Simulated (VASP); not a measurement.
# H (Cmce) in VASP: a series of runs

Runs on H. Level: PBEsol. Tasks: single point.

Program: VASP 6.6.1. These are calculated values, not measurements. Logs are shortened: lines on timing, memory, paths and dates and some standing lists are left out, and cuts for length are marked.

**1. The cell of the first run**

The structure is orthorhombic, space group Cmce (No. 64). Conventional cell: a = 5.404 Å, b = 5.288 Å, c = 4.080 Å, α = 90.00°, β = 90.00°, γ = 90.00°. Within 1.0 Å of H (site symmetry m) lie 1 H at 0.75 Å.

**2. Single point, PBEsol (strain +0.030 along x and y, -0.015 along z)**

Contents of INCAR:

```
PREC     = Accurate       # precision mode
ENCUT    = 520            # plane-wave cutoff, eV
EDIFF    = 1E-7           # SCF threshold, eV
ISMEAR   = 0              # smearing method
SIGMA    = 0.05           # smearing width, eV
LREAL    = F              # projectors in reciprocal space
LASPH    = T              # aspherical terms in the spheres
NELM     = 100            # most SCF steps
ALGO     = Normal         # electronic algorithm
ISIF     = 2              # what is computed and relaxed
LWAVE    = F              # write WAVECAR
LCHARG   = T              # write CHGCAR
GGA      = PS             # functional
LELF     = T              # ELF
LVHAR    = T            
NBANDS   = 10             # bands
```

Contents of KPOINTS:

```
Automatic mesh
0
Gamma
  6 6 6
```

Contents of POSCAR:

```
H
1.0
    2.7021858213     -2.6439119613      0.0000000000
    2.7021858213      2.6439119613      0.0000000000
    0.0000000000      0.0000000000      4.0796907300
H
4
Direct
    0.9532956300      0.0467043700      0.0685088900
    0.4532956300      0.5467043700      0.4314911100
    0.5467043700      0.4532956300      0.5685088900
    0.0467043700      0.9532956300      0.9314911100
```

Potentials or basis: VASP PAW PBE potentials, release 64 (H).

Run with:

```console
> cat potpaw_PBE.64/H/POTCAR > POTCAR
> mpirun -np 1 vasp_std > vasp.out
```

OUTCAR:

```text
PREC = Accurate
   ENCUT = 520
   EDIFF = 1E-7
   ISMEAR = 0
   LREAL = F
   LASPH = T
   NELM = 100
   ISIF = 2
   GGA = PS

 ion  position               nearest neighbor table
   1  0.953  0.047  0.069-   4 0.75
   2  0.453  0.547  0.431-   3 0.75
   3  0.547  0.453  0.569-   2 0.75
   4  0.047  0.953  0.931-   1 0.75

  LATTYP: Found a base centered orthorhombic cell.
 ALAT       =     5.2878239226
 B/A-ratio  =     1.0220407717
 C/A-ratio  =     0.7715254497

  Lattice vectors:

 A1 = (  -2.7021858213,  -2.6439119613,   0.0000000000)
 A2 = (   2.7021858213,  -2.6439119613,   0.0000000000)
 A3 = (   0.0000000000,   0.0000000000,   4.0796907300)

Analysis of symmetry for initial positions (statically):
=====================================================================
 Subroutine PRICEL returns:
 Original cell was already a primitive cell.

 Routine SETGRP: Setting up the symmetry group for a
 base centered orthorhombic supercell.

 Subroutine GETGRP returns: Found  8 space group operations
 (whereof  4 operations were pure point group operations)
 out of a pool of  8 trial point group operations.

The static configuration has the point symmetry C_2h.
 The point group associated with its full space group is D_2h.

Analysis of symmetry for dynamics (positions and initial velocities):
=====================================================================
 Subroutine PRICEL returns:
 Original cell was already a primitive cell.

 Routine SETGRP: Setting up the symmetry group for a
 base centered orthorhombic supercell.

 Subroutine GETGRP returns: Found  8 space group operations
 (whereof  4 operations were pure point group operations)
 out of a pool of  8 trial point group operations.

The dynamic configuration has the point symmetry C_2h.
 The point group associated with its full space group is D_2h.

 Subroutine INISYM returns: Found  8 space group operations
 (whereof  4 operations are pure point group operations),
 and found     1 'primitive' translations

----------------------------------------------------------------------------------------

                                     Primitive cell

  volume of cell :      58.2934

  direct lattice vectors                    reciprocal lattice vectors
     2.702185821 -2.643911961  0.000000000     0.185035387 -0.189113710  0.000000000
     2.702185821  2.643911961  0.000000000     0.185035387  0.189113710  0.000000000
     0.000000000  0.000000000  4.079690730     0.000000000  0.000000000  0.245116619

  length of vectors
     3.780486566  3.780486566  4.079690730     0.264579081  0.264579081  0.245116619

  position of ions in fractional coordinates (direct lattice)
     0.953295630  0.046704370  0.068508890
     0.453295630  0.546704370  0.431491110
     0.546704370  0.453295630  0.568508890
     0.046704370  0.953295630  0.931491110

  ion indices of the primitive-cell ions
   primitive index   ion index
                 1           1
                 2           2
                 3           3
                 4           4

----------------------------------------------------------------------------------------

 KPOINTS: Automatic mesh

Automatic generation of k-mesh.
 Grid dimensions read from file:
 generate k-points for:    6    6    6

 Generating k-lattice:

  Cartesian coordinates                     Fractional coordinates (reciprocal lattice)
     0.030839231 -0.031518952  0.000000000     0.166666667  0.000000000  0.000000000
     0.030839231  0.031518952  0.000000000     0.000000000  0.166666667  0.000000000
     0.000000000  0.000000000  0.040852770     0.000000000  0.000000000  0.166666667

  Length of vectors
     0.044096513  0.044096513  0.040852770

  Shift w.r.t. Gamma in fractional coordinates (k-lattice)
     0.000000000  0.000000000  0.000000000

 Subroutine IBZKPT returns following result:
 ===========================================

 Found     52 irreducible k-points:

 Following reciprocal coordinates:
            Coordinates               Weight
  0.000000  0.000000  0.000000      1.000000
  0.166667  0.000000  0.000000      4.000000
  0.333333  0.000000  0.000000      4.000000
  0.500000  0.000000  0.000000      2.000000
  0.166667  0.166667  0.000000      2.000000
  0.333333  0.166667  0.000000      4.000000
[... 16 lines left out ...]
  0.333333  0.333333  0.166667      4.000000
  0.500000  0.333333  0.166667      8.000000
 [... further k-points ...]
   k-points           NKPTS =     52   k-points in BZ     NKDIM =     52   number of bands    NBANDS=     10
   number of dos      NEDOS =    301   number of ions     NIONS =      4
   total plane-waves  NPLWV =  23520
   dimension x,y,z NGX =    28 NGY =   28 NGZ =   30
   dimension x,y,z NGXF=    56 NGYF=   56 NGZF=   60
   ions per type =               4
   NGX,Y,Z   is equivalent  to a cutoff of  12.31, 12.31, 12.22 a.u.
   NGXF,Y,Z  is equivalent  to a cutoff of  24.63, 24.63, 24.45 a.u.
 SYSTEM =  unknown system
   PREC   = accura    normal or accurate (medium, high low for compatibility)
   ISTART =      0    job   : 0-new  1-cont  2-samecut
   ICHARG =      2    charge: 1-file 2-atom 10-const
   ISPIN  =      1    spin polarized calculation?
   LNONCOLLINEAR =      F non collinear calculations
   LSORBIT =      F    spin-orbit coupling
   LASPH  =      T    aspherical Exc in radial PAW
   ENCUT  =  520.0 eV  38.22 Ry    6.18 a.u.   7.03  7.03  7.59*2*pi/ulx,y,z
   NELM   =    100;   NELMIN=  2; NELMDL= -5     # of ELM steps
   EDIFF  = 0.1E-06   stopping-criterion for ELM
   LREAL  =      F    real-space projection
   EDIFFG = 0.1E-05   stopping-criterion for IOM
   NSW    =      0    number of steps for IOM
   IBRION =     -1    ionic relax: 0-MD 1-quasi-New 2-CG
   NFREE  =      0    steps in history (QN), initial steepest desc. (CG)
   ISIF   =      2    stress and relaxation
   ISYM   =      2    0-nonsym 1-usesym 2-fastsym
   POTIM  = 0.5000    time-step for ionic-motion
   TEBEG  =    0.0;   TEEND  =   0.0 temperature during run
   PSTRESS=    0.0 pullay stress
   NELECT =       4.0000    total number of electrons
   NUPDOWN=      -1.0000    fix difference up-down
   EMIN   =  10.00;   EMAX   =-10.00  energy-range for DOS
   EFERMI =   0.00;   METHOD = LEGACY
   ISMEAR =     0;   SIGMA  =   0.05  broadening in eV -4-tet -1-fermi 0-gaus
   EFERMI_NEDOS =   21; number of points for ismear=-14 and -15
   IALGO  =     38    algorithm
   IMIX   =      4    mixing-type and parameters
     AMIX     =   0.40;   BMIX     =  1.00
     AMIX_MAG =   1.60;   BMIX_MAG =  1.00
  volume/ion in A,a.u.               =      14.57        98.35
  Fermi-wavevector in a.u.,A,eV,Ry     =   0.670227  1.266545  6.111788  0.449204
  Thomas-Fermi vector in A             =   1.745680
   LORBIT       =      0    0 simple, 1 ext, 2 COOP (PROOUT), +10 PAW based schemes
   GGA     = PS    functional components
   LHFCALC =     F    Hartree Fock is set to
   AEXX    =    0.0000 exact exchange contribution
   IVDW    =     0    specifies the selected vdW correction
   LEPSILON=     F    determine dielectric tensor
   LRPA    =     F    only Hartree local field effects (RPA)
 non-spin polarized calculation
 Gauss-broadening in eV      SIGMA  =   0.05
  energy-cutoff  :      520.00
  volume of cell :       58.29
 maximum number of plane-waves:      1588
   NGX = 15   NGY = 15   NGZ = 15

 number of electron       4.0000003 magnetization

 Free energy of the ion-electron system (eV)
  ---------------------------------------------------
  ext. energy  EPLUGINS =         0.00000000
  ---------------------------------------------------
  free energy    TOTEN  =       -13.05109022 eV

  energy without entropy =      -13.05109022  energy(sigma->0) =      -13.05109022

 E-fermi :  -8.2297     XC(G=0):  -4.7820

 val. band max:       -8.4738310340   @ k =   0.0000   0.0000   0.0000
 cond. band min:       0.7107338183   @ k =   0.5000   0.0000   0.5000
 fundamental gap:      9.1845648524
 Fermi energy:        -8.2296903670

 k-point     1 :       0.0000    0.0000    0.0000
  band No.  band energies     occupation
      1     -10.1778      2.00000
      2      -8.4738      2.00000
      3       3.1561      0.00000
      4       3.9087      0.00000
      5       4.2027      0.00000
      6       6.2405      0.00000
      7       6.9674      0.00000
      8       7.9521      0.00000
      9      10.2521      0.00000
     10      10.9166      0.00000

 k-point     2 :       0.1667    0.0000    0.0000
  band No.  band energies     occupation
      1     -10.0440      2.00000
      2      -8.5501      2.00000
      3       3.1077      0.00000
      4       3.5290      0.00000
      5       3.8602      0.00000
      6       5.6702      0.00000
      7       7.4752      0.00000
      8       9.2119      0.00000
      9      10.4247      0.00000
     10      10.7600      0.00000

 k-point     3 :       0.3333    0.0000    0.0000
  band No.  band energies     occupation
      1      -9.6831      2.00000
      2      -8.7986      2.00000
      3       2.5112      0.00000
      4       2.5842      0.00000
      5       4.4239      0.00000
      6       5.8928      0.00000
      7       8.0764      0.00000
      8       8.4973      0.00000
      9       9.6211      0.00000
     10      11.8248      0.00000
[... 248 lines left out ...]
 k-point    23 :       0.3333    0.3333    0.1667
  band No.  band energies     occupation
      1      -9.3253      2.00000
      2      -8.8088      2.00000
      3       1.5073      0.00000
      4       2.3308      0.00000
      5       3.4301      0.00000
      6       6.3892      0.00000
      7       6.9101      0.00000
      8       8.6707      0.00000
      9      10.1397      0.00000
     10      10.1654      0.00000

 k-point    24 :       0.5000    0.3333    0.1667
  band No.  band energies     occupation
      1      -9.0847      2.00000
      2      -8.9564      2.00000
      3       1.2436      0.00000
      4       2.1223      0.00000
      5       4.0390      0.00000
      6       5.3060      0.00000
      7       7.4810      0.00000
      8       8.7618      0.00000
      9       9.1857      0.00000
     10       9.6351      0.00000

 [... further k-points ...]

------------------------ aborting loop because EDIFF is reached ----------------------------------------

  FORCE on cell =-STRESS in cart. coord.  units (eV):
  Direction    XX          YY          ZZ          XY          YZ          ZX
  --------------------------------------------------------------------------------------
  -------------------------------------------------------------------------------------
  Total       -0.0474522      0.2277937      0.3351163      0.0000000      0.0000000      0.0000000
  in kB       -1.3042104      6.2608444      9.2105750      0.0000000      0.0000000      0.0000000
  external PRESSURE =       4.7224030 kB  Pullay stress =       0.0000000 kB

 VOLUME and BASIS-vectors are now :
 -----------------------------------------------------------------------------
  energy-cutoff  :      520.00
  volume of cell :       58.29
      direct lattice vectors                 reciprocal lattice vectors
     2.702185821 -2.643911961  0.000000000     0.185035387 -0.189113710  0.000000000
     2.702185821  2.643911961  0.000000000     0.185035387  0.189113710  0.000000000
     0.000000000  0.000000000  4.079690730     0.000000000  0.000000000  0.245116619

 POSITION                                       TOTAL-FORCE (eV/Angst)
 -----------------------------------------------------------------------------------
      2.70219     -2.39695      0.27950         0.000000      0.306833      0.348648
      2.70219      0.24696      1.76035         0.000000      0.306833     -0.348648
      2.70219     -0.24696      2.31934         0.000000     -0.306833      0.348648
      2.70219      2.39695      3.80020         0.000000     -0.306833     -0.348648
 -----------------------------------------------------------------------------------
    total drift:                                0.000000     -0.000000     -0.000000

  FREE ENERGIE OF THE ION-ELECTRON SYSTEM (eV)
  ---------------------------------------------------
  free  energy   TOTEN  =       -13.0510902161 eV

  energy  without entropy=      -13.0510902161  energy(sigma->0) =      -13.05109022
```

Run time: 14 s. Hardware: 1 thread of Intel Xeon Platinum 8375C at 2.90GHz (Ice Lake), shared host; peak memory 0.16 GiB.

What came out:

| Property | Result |
| --- | --- |
| Free energy | -13.0511 eV |
| Pressure | 0.5 GPa |
| Largest force | 0.464 eV/Å |
| Band gap on the k mesh | 9.18 eV (least direct gap 9.77 eV) |

Forces in eV/Å, atoms in the order of the input:
```
H    0.000  0.307  0.349
H    0.000  0.307 -0.349
H    0.000 -0.307  0.349
H    0.000 -0.307 -0.349
```

Stress tensor (GPa, compression positive):
```
-0.13  0.00  0.00
 0.00  0.63  0.00
 0.00  0.00  0.92
```

Caveat: the cell differs from its parent crystal (strain +0.030 along x and y, -0.015 along z); this functional lacks dispersion, which holds the molecules together, so the pressure and a relaxed volume are unreliable; the PAW data sets were made with another functional, which shifts forces and pressure a little. A k mesh can miss the band edges.

[end of part 1 of 2]
